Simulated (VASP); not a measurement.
A run of VASP 6.6.1 is set up as follows.

File INCAR:

```
SYSTEM = AlAs
  ALGO = Normal
  EDIFF = 1E-7
  EDIFFG = -0.005
  ENCUT = 600
  GGA = PS
  IBRION = 2
  ISIF = 3
  ISMEAR = 0
  LASPH = .TRUE.
  LCHARG = .FALSE.
  LREAL = .FALSE.
  LWAVE = .FALSE.
  NELM = 60
  NSW = 100
  PREC = Accurate
  SIGMA = 0.02
```

KPOINTS

```
k-points
0
G
  8 8 8
  0 0 0
```

Contents of POSCAR:

```
AlAs
1.0
    0.0000000000      2.8304000000      2.8304000000
    2.8304000000      0.0000000000      2.8304000000
    2.8304000000      2.8304000000      0.0000000000
Al As
1 1
Direct
    0.0000000000      0.0000000000      0.0000000000
    0.7500000000      0.7500000000      0.7500000000
```

Potentials or basis: VASP PAW PBE potentials, release 64 (Al, As).

The run is started by

```bash
$ cat potpaw_PBE.64/Al/POTCAR potpaw_PBE.64/As/POTCAR > POTCAR
$ mpirun -np 1 vasp_std > vasp.out
```

Task: What does it give for the space group after relaxing (to 0.05 Å)?

Result: F-43m (No. 216).

Task: Predict the relaxed cell.

Result: a = 4.018 Å, b = 4.018 Å, c = 4.018 Å, α = 60.00°, β = 60.00°, γ = 60.00°.

Step by step:
| step | energy change (eV) | largest force (eV/Å) | pressure (GPa) | volume (Å³) |
| --- | --- | --- | --- | --- |
| 1 | 0.0000 | 0.0000 | 0.82 | 45.35 |
| 2 | -0.0009 | 0.0000 | -0.41 | 46.12 |
| 3 | -0.0013 | 0.0000 | 0.00 | 45.86 |

Caveat: the PAW data sets were made with another functional, which shifts forces and pressure a little. Zero-point motion and thermal expansion aren't in these numbers.
